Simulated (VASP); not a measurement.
Set up this calculation in VASP 6.6.1, as the native input.

| Property | Result |
| --- | --- |
| Task | single point |
| Functional | r2SCAN |
| Dispersion | rVV10 |
| Potentials or basis | VASP PAW PBE potentials, release 64 (Au_sv_GW) |
| Cutoff | 550 eV |
| k mesh | 18 × 18 × 18 |
| Occupations | gaussian, width 0.1 eV |
| Spin | no spin polarisation |
| Dipole correction | no |
| Second run | valence_matched |
| Further INCAR settings | ALGO = Normal; EDIFF = 1e-06; NBANDS = 16 |

Au:

```
CELL_PARAMETERS angstrom
0.00000 2.05010 2.05010
2.05010 0.00000 2.05010
2.05010 2.05010 0.00000
ATOMIC_POSITIONS crystal
Au 0.00000 0.00000 0.00000
```

The input as run:

POSCAR

```
Au
1.0
    0.0000000000      2.0501047003      2.0501047003
    2.0501047003      0.0000000000      2.0501047003
    2.0501047003      2.0501047003      0.0000000000
Au
1
Direct
    0.0000000000      0.0000000000      0.0000000000
```

INCAR.step1

```
PREC = Accurate
ENCUT = 550
ISMEAR = 0
SIGMA = 0.1
LREAL = False
LASPH = True
NELM = 120
NBANDS = 16
GGA = PE
ALGO = Normal
EDIFF = 1E-5
LWAVE = True
LCHARG = False
GGA_COMPAT = False
```

INCAR.step2

```
PREC = Accurate
ENCUT = 550
EDIFF = 1E-6
ISMEAR = 0
SIGMA = 0.1
LREAL = False
LASPH = True
NELM = 120
ALGO = Normal
ISIF = 2
LWAVE = False
LCHARG = False
METAGGA = R2SCAN
LMIXTAU = True
LUSE_VDW = True
IVDW_NL = 2
BPARAM = 11.95
CPARAM = 0.0093
NBANDS = 16
ISTART = 1
GGA_COMPAT = False
```

KPOINTS

```
regular mesh
0
Gamma
  18 18 18
```

Potentials or basis: VASP PAW PBE potentials, release 64 (Au_sv_GW).

The run is started by

```sh
$ cat potpaw_PBE.64/Au_sv_GW/POTCAR > POTCAR
$ cp INCAR.step1 INCAR
$ mpirun -np 1 vasp_std > vasp.out
$ cp INCAR.step2 INCAR
$ mpirun -np 1 vasp_std > vasp.out
```

Results of the run:

The pressure is 0.0 GPa.

Caveat: the PAW data sets were made with another functional, which shifts forces and pressure a little.

Wall time 2.3 min on 1 thread of Intel(R) Xeon(R) Platinum 8488C (Sapphire Rapids), with other jobs on the host, peak memory 0.26 GiB.
